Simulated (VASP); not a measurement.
# Sn (Imma) in VASP: notebook

The runs below take Sn through single point, with PBEsol.

Everything below comes from runs of VASP 6.6.1. Logs are shortened: lines on timing, memory, paths and dates and some standing lists are left out, and cuts for length are marked.

## 1. The cell of the first run

It takes space group Imma (No. 74, orthorhombic). The conventional cell has a = 5.820 Å, b = 5.820 Å, c = 3.174 Å, α = 90.00°, β = 90.00°, γ = 90.00°. Sn (site symmetry mm2) has 10 Sn at 2.99 to 3.82 Å within 3.9 Å.

## 2. Single point, PBEsol (atoms displaced along a vibrational mode)

INCAR

```
  ALGO = Fast
  EDIFF = 1E-6
  ENCUT = 520
  GGA = PS
  ISIF = 2
  ISMEAR = 0
  LASPH = True
  LCHARG = True
  LELF = True
  LREAL = False
  LVHAR = True
  LWAVE = False
  NBANDS = 21
  NELM = 60
  PREC = Accurate
  SIGMA = 0.15
```

KPOINTS

```
k-points
0
Gamma
  22 22 22
```

POSCAR

```
Sn
1.0
   -2.9099000275      2.9099000275      1.5869856508
    2.9099000275     -2.9099000275      1.5869856508
    2.9099000275      2.9099000275     -1.5869856508
Sn
2
Direct
    0.7358221780      0.2358221780      0.5000000000
    0.0141778220      0.0141778220      0.0000000000
```

Potentials or basis: VASP PAW PBE potentials, release 64 (Sn_d).

Launch:

```
> cat potpaw_PBE.64/Sn_d/POTCAR > POTCAR
> mpirun -np 1 vasp_std > vasp.out
```

OUTCAR:

```text
EDIFF = 1E-6
   ENCUT = 520
   GGA = PS
   ISIF = 2
   ISMEAR = 0
   LASPH = True
   LREAL = False
   NELM = 60
   PREC = Accurate

 ion  position               nearest neighbor table
   1  0.736  0.236  0.500-   2 2.99   2 2.99   2 3.04   2 3.04   2 3.70   2 3.70
   2  0.014  0.014  0.000-   1 2.99   1 2.99   1 3.04   1 3.04   1 3.70   1 3.70

  LATTYP: Found a body centered tetragonal cell.
 ALAT       =     5.8198000550
 C/A-ratio  =     0.5453746300

  Lattice vectors:

 A1 = (  -2.9099000275,   2.9099000275,   1.5869856508)
 A2 = (   2.9099000275,  -2.9099000275,   1.5869856508)
 A3 = (   2.9099000275,   2.9099000275,  -1.5869856508)

Analysis of symmetry for initial positions (statically):
=====================================================================
 Subroutine PRICEL returns:
 Original cell was already a primitive cell.

 Routine SETGRP: Setting up the symmetry group for a
 body centered tetragonal supercell.

 Subroutine GETGRP returns: Found  8 space group operations
 (whereof  4 operations were pure point group operations)
 out of a pool of 16 trial point group operations.

The static configuration has the point symmetry C_2v.
 The point group associated with its full space group is D_2h.

Analysis of symmetry for dynamics (positions and initial velocities):
=====================================================================
 Subroutine PRICEL returns:
 Original cell was already a primitive cell.

 Routine SETGRP: Setting up the symmetry group for a
 body centered tetragonal supercell.

 Subroutine GETGRP returns: Found  8 space group operations
 (whereof  4 operations were pure point group operations)
 out of a pool of 16 trial point group operations.

The dynamic configuration has the point symmetry C_2v.
 The point group associated with its full space group is D_2h.

 Subroutine INISYM returns: Found  8 space group operations
 (whereof  4 operations are pure point group operations),
 and found     1 'primitive' translations

----------------------------------------------------------------------------------------

                                     Primitive cell

  volume of cell :      53.7513

  direct lattice vectors                    reciprocal lattice vectors
    -2.909900027  2.909900027  1.586985651     0.000000000  0.171827209  0.315062710
     2.909900027 -2.909900027  1.586985651     0.171827209  0.000000000  0.315062710
     2.909900027  2.909900027 -1.586985651     0.171827209  0.171827209  0.000000000

  length of vectors
     4.410618981  4.410618981  4.410618981     0.358871984  0.358871984  0.243000369

  position of ions in fractional coordinates (direct lattice)
     0.735822178  0.235822178  0.500000000
     0.014177822  0.014177822  0.000000000

  ion indices of the primitive-cell ions
   primitive index   ion index
                 1           1
                 2           2

----------------------------------------------------------------------------------------

 KPOINTS: k-points

Automatic generation of k-mesh.
 Grid dimensions read from file:
 generate k-points for:   22   22   22

 Generating k-lattice:

  Cartesian coordinates                     Fractional coordinates (reciprocal lattice)
     0.000000000  0.007810328  0.014321032     0.045454545 -0.000000000  0.000000000
     0.007810328  0.000000000  0.014321032    -0.000000000  0.045454545  0.000000000
     0.007810328  0.007810328  0.000000000     0.000000000  0.000000000  0.045454545

  Length of vectors
     0.016312363  0.016312363  0.011045471

  Shift w.r.t. Gamma in fractional coordinates (k-lattice)
     0.000000000  0.000000000  0.000000000

 Subroutine IBZKPT returns following result:
 ===========================================

 Found   1530 irreducible k-points:

 Following reciprocal coordinates:
            Coordinates               Weight
  0.000000  0.000000  0.000000      1.000000
  0.045455  0.000000 -0.000000      4.000000
  0.045455  0.000000 -0.045455      4.000000
  0.090909  0.000000 -0.000000      4.000000
  0.090909  0.000000 -0.090909      4.000000
  0.136364  0.000000  0.000000      4.000000
[... 16 lines left out ...]
  0.500000  0.000000  0.500000      2.000000
  0.045455  0.045455 -0.000000      8.000000
 [... further k-points ...]
   k-points           NKPTS =   1530   k-points in BZ     NKDIM =   1530   number of bands    NBANDS=     21
   number of dos      NEDOS =    301   number of ions     NIONS =      2
   total plane-waves  NPLWV =  46656
   dimension x,y,z NGX =    36 NGY =   36 NGZ =   36
   dimension x,y,z NGXF=    72 NGYF=   72 NGZF=   72
   ions per type =               2
   NGX,Y,Z   is equivalent  to a cutoff of  13.57, 13.57, 13.57 a.u.
   NGXF,Y,Z  is equivalent  to a cutoff of  27.14, 27.14, 27.14 a.u.
 SYSTEM =  unknown system
   PREC   = accura    normal or accurate (medium, high low for compatibility)
   ISTART =      0    job   : 0-new  1-cont  2-samecut
   ICHARG =      2    charge: 1-file 2-atom 10-const
   ISPIN  =      1    spin polarized calculation?
   LNONCOLLINEAR =      F non collinear calculations
   LSORBIT =      F    spin-orbit coupling
   LASPH  =      T    aspherical Exc in radial PAW
   ENCUT  =  520.0 eV  38.22 Ry    6.18 a.u.   8.20  8.20  8.20*2*pi/ulx,y,z
   NELM   =     60;   NELMIN=  2; NELMDL= -5     # of ELM steps
   EDIFF  = 0.1E-05   stopping-criterion for ELM
   LREAL  =      F    real-space projection
   EDIFFG = 0.1E-04   stopping-criterion for IOM
   NSW    =      0    number of steps for IOM
   IBRION =     -1    ionic relax: 0-MD 1-quasi-New 2-CG
   NFREE  =      0    steps in history (QN), initial steepest desc. (CG)
   ISIF   =      2    stress and relaxation
   ISYM   =      2    0-nonsym 1-usesym 2-fastsym
   POTIM  = 0.5000    time-step for ionic-motion
   TEBEG  =    0.0;   TEEND  =   0.0 temperature during run
   PSTRESS=    0.0 pullay stress
   NELECT =      28.0000    total number of electrons
   NUPDOWN=      -1.0000    fix difference up-down
   EMIN   =  10.00;   EMAX   =-10.00  energy-range for DOS
   EFERMI =   0.00;   METHOD = LEGACY
   ISMEAR =     0;   SIGMA  =   0.15  broadening in eV -4-tet -1-fermi 0-gaus
   EFERMI_NEDOS =   21; number of points for ismear=-14 and -15
   IALGO  =     68    algorithm
   IMIX   =      4    mixing-type and parameters
     AMIX     =   0.40;   BMIX     =  1.00
     AMIX_MAG =   1.60;   BMIX_MAG =  1.00
  volume/ion in A,a.u.               =      26.88       181.37
  Fermi-wavevector in a.u.,A,eV,Ry     =   1.317239  2.489220 23.607709  1.735118
  Thomas-Fermi vector in A             =   2.447294
   LORBIT       =      0    0 simple, 1 ext, 2 COOP (PROOUT), +10 PAW based schemes
   GGA     = PS    functional components
   LHFCALC =     F    Hartree Fock is set to
   AEXX    =    0.0000 exact exchange contribution
   IVDW    =     0    specifies the selected vdW correction
   LEPSILON=     F    determine dielectric tensor
   LRPA    =     F    only Hartree local field effects (RPA)
 non-spin polarized calculation
 RMM-DIIS sequential band-by-band and
 Gauss-broadening in eV      SIGMA  =   0.15
  energy-cutoff  :      520.00
  volume of cell :       53.75
 maximum number of plane-waves:      1476
 NGX is ok and might be reduce to    36
   NGX = 17   NGY = 17   NGZ = 17

 number of electron      28.0000006 magnetization

 Free energy of the ion-electron system (eV)
  ---------------------------------------------------
  ext. energy  EPLUGINS =         0.00000000
  ---------------------------------------------------
  free energy    TOTEN  =        -8.52391157 eV

  energy without entropy =       -8.51372158  energy(sigma->0) =       -8.51881657

 E-fermi :   7.9255     XC(G=0): -10.4974

 val. band max:        7.9245302811   @ k =  -0.1818  -0.2273   0.1364
 cond. band min:       7.9275048179   @ k =   0.4545  -0.0909  -0.2727
 fundamental gap:      0.0029745368
 Fermi energy:         7.9255133244

 k-point     1 :       0.0000    0.0000    0.0000
  band No.  band energies     occupation
      1     -13.6364      2.00000
      2     -13.5380      2.00000
      3     -13.5017      2.00000
      4     -13.4858      2.00000
      5     -13.3478      2.00000
      6     -13.3342      2.00000
[... 13 lines left out ...]
     20      17.8493      0.00000
     21      18.5291      0.00000

 k-point     2 :       0.0455    0.0000   -0.0000
  band No.  band energies     occupation
      1     -13.6347      2.00000
      2     -13.5338      2.00000
      3     -13.5001      2.00000
      4     -13.4806      2.00000
      5     -13.3497      2.00000
      6     -13.3369      2.00000
[... 13 lines left out ...]
     20      17.8401      0.00000
     21      18.2214      0.00000

 k-point     3 :       0.0455    0.0000   -0.0455
  band No.  band energies     occupation
      1     -13.6350      2.00000
      2     -13.5338      2.00000
      3     -13.5002      2.00000
      4     -13.4807      2.00000
      5     -13.3493      2.00000
      6     -13.3377      2.00000
[... 13 lines left out ...]
     20      17.8342      0.00000
     21      18.2327      0.00000

 k-point     4 :       0.0909    0.0000   -0.0000
  band No.  band energies     occupation
      1     -13.6298      2.00000
      2     -13.5215      2.00000
      3     -13.4953      2.00000
      4     -13.4658      2.00000
      5     -13.3550      2.00000
      6     -13.3432      2.00000
[... 13 lines left out ...]
     20      17.1850      0.00000
     21      17.3170      0.00000

 k-point     5 :       0.0909    0.0000   -0.0909
  band No.  band energies     occupation
      1     -13.6310      2.00000
      2     -13.5218      2.00000
      3     -13.4957      2.00000
      4     -13.4664      2.00000
      5     -13.3526      2.00000
      6     -13.3467      2.00000
[... 13 lines left out ...]
     20      17.2090      0.00000
     21      17.2201      0.00000
[... 382 lines left out ...]
     20      16.9744      0.00000
     21      18.1776      0.00000

 k-point    22 :       0.5000    0.0000   -0.0000
  band No.  band energies     occupation
      1     -13.5392      2.00000
      2     -13.4762      2.00000
      3     -13.4538      2.00000
      4     -13.4112      2.00000
      5     -13.3924      2.00000
      6     -13.3819      2.00000
[... 13 lines left out ...]
     20      17.4829      0.00000
     21      17.8168      0.00000

 k-point    23 :       0.5000    0.0000    0.5000
  band No.  band energies     occupation
      1     -13.5674      2.00000
      2     -13.4795      2.00000
      3     -13.4708      2.00000
      4     -13.4299      2.00000
      5     -13.3935      2.00000
      6     -13.3701      2.00000
[... 13 lines left out ...]
     20      17.7256      0.00000
     21      17.7690      0.00000

 k-point    24 :       0.0455    0.0455   -0.0000
  band No.  band energies     occupation
      1     -13.6321      2.00000
      2     -13.5213      2.00000
      3     -13.4969      2.00000
      4     -13.4647      2.00000
      5     -13.3546      2.00000
      6     -13.3458      2.00000
[... 13 lines left out ...]
     20      17.1483      0.00000
     21      17.2609      0.00000

 [... further k-points ...]

------------------------ aborting loop because EDIFF is reached ----------------------------------------

  FORCE on cell =-STRESS in cart. coord.  units (eV):
  Direction    XX          YY          ZZ          XY          YZ          ZX
  --------------------------------------------------------------------------------------
  -------------------------------------------------------------------------------------
  Total       -0.1840739      0.3470876     -0.1659447      0.0000000      0.0000000      0.0000000
  in kB       -5.4867315     10.3457151     -4.9463512      0.0000000      0.0000000      0.0000000
  external PRESSURE =      -0.0291225 kB  Pullay stress =       0.0000000 kB

 VOLUME and BASIS-vectors are now :
 -----------------------------------------------------------------------------
  energy-cutoff  :      520.00
  volume of cell :       53.75
      direct lattice vectors                 reciprocal lattice vectors
    -2.909900027  2.909900027  1.586985651     0.000000000  0.171827209  0.315062710
     2.909900027 -2.909900027  1.586985651     0.171827209  0.000000000  0.315062710
     2.909900027  2.909900027 -1.586985651     0.171827209  0.171827209  0.000000000

 POSITION                                       TOTAL-FORCE (eV/Angst)
 -----------------------------------------------------------------------------------
     -0.00000      2.90990      0.74849         0.000000     -0.000000      0.039275
      0.00000      0.00000      0.04500        -0.000000      0.000000     -0.039275
 -----------------------------------------------------------------------------------
    total drift:                                0.000000      0.000000     -0.000000

  FREE ENERGIE OF THE ION-ELECTRON SYSTEM (eV)
  ---------------------------------------------------
  free  energy   TOTEN  =        -8.5239115665 eV

  energy  without entropy=       -8.5137215788  energy(sigma->0) =       -8.51881657
```

Run time: 48 min. Hardware: 1 thread of Oxide Virtual Turin-like, shared host; peak memory 1.3 GiB.

What came out:

```
Free energy            : -8.5239 eV
Pressure               : 0.0 GPa
Largest force          : 0.039 eV/Å
Band gap on the k mesh : zero (bands 14 and 15 overlap by 4.38 eV)
```

Forces in eV/Å, atoms in the order of the input:
```
Sn   0.000  0.000  0.039
Sn   0.000  0.000 -0.039
```

Stress tensor (GPa, compression positive):
```
-0.55  0.00  0.00
 0.00  1.03  0.00
 0.00  0.00 -0.49
```

Levels at points of the mesh, in eV from the Fermi level:
```
           k point  band 12  band 13  band 14  band 15  band 16  band 17
(0.00, 0.00, 0.00)    -3.61    -2.03    -1.96     2.95     6.21     6.35
(0.50, 0.00, 0.00)    -5.56    -2.23    -1.72    -1.02     2.03     2.94
(0.50, 0.00, 0.50)    -5.32    -2.41    -1.72    -1.29     2.41     2.81
(0.50, 0.50, 0.00)    -8.95     0.61     0.61     1.60     1.60     6.04
(0.50, 0.50, 0.50)    -7.55    -4.88    -4.85     4.78     5.34     9.44
```

Caveat: the cell differs from its parent crystal (atoms displaced along a vibrational mode); the PAW data sets were made with another functional, which shifts forces and pressure a little; spin-orbit coupling is left out, which moves the levels of the heavy elements.

## 3. Single point, PBEsol (atoms displaced along a vibrational mode)

INCAR

```
  PREC = Accurate
  ENCUT = 520
  EDIFF = 1E-6
  ISMEAR = 0
  SIGMA = 0.15
  LREAL = False
  LASPH = True
  NELM = 60
  ALGO = Fast
  ISIF = 2
  LWAVE = False
  LCHARG = False
  GGA = PS
  NBANDS = 21
```

KPOINTS

```
Automatic mesh
0
Gamma
  22 22 22
```

POSCAR

```
Sn
1.0
   -2.9099000275      2.9099000275      1.5869856508
    2.9099000275     -2.9099000275      1.5869856508
    2.9099000275      2.9099000275     -1.5869856508
Sn
2
Direct
    0.7689037626      0.2689037626      0.5000000000
   -0.0189037626     -0.0189037626      0.0000000000
```

Potentials or basis: VASP PAW PBE potentials, release 64 (Sn_d).

Launch:

```
> cat potpaw_PBE.64/Sn_d/POTCAR > POTCAR
> mpirun -np 1 vasp_std > vasp.out
```

It took 48 min on 1 thread of Oxide Virtual Turin-like, shared host; peak memory 1.3 GiB.

It converged, with:

* Free energy: -8.5225 eV
* Pressure: 0.0 GPa
* Largest force: 0.051 eV/Å
* Band gap on the k mesh: zero (bands 14 and 15 overlap by 4.37 eV)

Forces on the atoms (eV/Å):
```
Sn   0.000  0.000 -0.051
Sn   0.000  0.000  0.051
```

Stress tensor (GPa, compression positive):
```
 1.31  0.00  0.00
 0.00 -0.79  0.00
 0.00  0.00 -0.51
```

Levels at points of the mesh, in eV from the Fermi level:
```csv
k point,band 10,band 11,band 12,band 13,band 14,band 15,band 16,band 17,band 18,band 19
"(0.00, 0.00, 0.00)",-21.04,-11.21,-3.61,-2.04,-1.95,2.95,6.19,6.37,6.89,6.98
"(0.50, 0.00, 0.00)",-21.08,-7.00,-5.28,-2.44,-1.72,-1.33,2.47,2.79,4.90,7.04
"(0.50, 0.00, 0.50)",-21.13,-6.90,-5.60,-2.20,-1.72,-0.97,1.97,2.96,4.57,7.40
"(0.50, 0.50, 0.00)",-21.18,-8.95,-8.95,0.61,0.61,1.60,1.60,6.04,6.04,9.56
"(0.50, 0.50, 0.50)",-21.23,-7.61,-7.55,-4.89,-4.85,4.70,5.44,9.43,9.55,12.49
```

Caveat: the cell differs from its parent crystal (atoms displaced along a vibrational mode); the PAW data sets were made with another functional, which shifts forces and pressure a little; spin-orbit coupling is left out, which moves the levels of the heavy elements.
